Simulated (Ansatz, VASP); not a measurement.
# NaCl in VASP and in Ansatz

```
Na Cl
1.0
     0.00000    2.79348    2.79348
     2.79348    0.00000    2.79348
     2.79348    2.79348    0.00000
Na Cl
1 1
Direct
  0.00000 0.00000 0.00000
  0.50000 0.50000 0.50000
```

Change from the starting cell: functional pbesol, volume scaled by 0.96, PAW files.

Alike in both runs: task electric field gradients; functional PBEsol; k mesh 8 × 8 × 8; occupations fermi-dirac, width 0.03 eV; no spin polarisation.

```csv
,VASP,Ansatz
version,VASP 6.6.1,Ansatz 0.2.0
potentials or method,"VASP PAW PBE potentials, release 64 (Na_pv, Cl)","PAW with Ansatz's default frozen-core files, scalar-relativistic"
plane-wave cutoff (eV),400,420
valence electrons in the cell,14,16
```

VASP gave:

| Item | Value |
| --- | --- |
| gap on the k mesh at the Fermi level (eV) | 5.04 |
| pressure (GPa) | 0.1 |

Task: Which values does Ansatz return?

Result: gap on the k mesh at the Fermi level (eV): 5.04; pressure (GPa): 0.2.

VASP's potentials were made for PBE, not for PBEsol. The functional is the same, so the differences come from potentials, cutoffs and numerics. VASP's potentials hold 14 valence electrons a cell and Ansatz's 16, so a difference there can come from the potentials and not from the codes.
